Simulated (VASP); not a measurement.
Set up this calculation in VASP 6.6.1, as the native input.

```
Task                   : single point
Functional             : LDA
Potentials or basis    : VASP PAW LDA potentials, release 64 (Li_sv, Cl)
Cutoff                 : 520 eV
k mesh                 : 4 × 4 × 2
Occupations            : gaussian, width 0.01 eV
Spin                   : no spin polarisation
Dipole correction      : no
Further INCAR settings : ALGO = Normal; EDIFF = 1e-06; NBANDS = 18
```

The structure of LiCl lies in POSCAR:

```
LiCl
1.0
    3.9248820000      0.0000000000      0.0000000000
   -1.9624410000      3.3990480000      0.0000000000
    0.0000000000      0.0000000000      6.3571610000
Li Cl
2 2
Direct
    0.6666666667      0.3333333333      0.8760170000
    0.3333333333      0.6666666667      0.3760170000
    0.6666666667      0.3333333333      0.4989840000
    0.3333333333      0.6666666667      0.9989840000
```

The input as run:

INCAR

```
ALGO = Normal
EDIFF = 1E-6
ENCUT = 520
ISIF = 2
ISMEAR = 0
LASPH = True
LCHARG = False
LREAL = False
LWAVE = False
NBANDS = 18
NELM = 100
PREC = Accurate
SIGMA = 0.01
```

KPOINTS

```
k-points
0
Gamma
  4 4 2
```

Potentials or basis: VASP PAW LDA potentials, release 64 (Li_sv, Cl).

Launch:

```bash
$ cat potpaw_LDA.64/Li_sv/POTCAR potpaw_LDA.64/Cl/POTCAR > POTCAR
$ mpirun -np 1 vasp_std > vasp.out
```

It gave:

* Largest force: 0.017 eV/Å
* Band gap on the k mesh: 5.53 eV, direct

Caveat: the k points lie up to 0.49 Å⁻¹ apart.

It took 8.2 s on 1 thread of AMD EPYC 7R13 Processor (Zen 3), with other jobs on the host, peak memory 0.13 GiB.
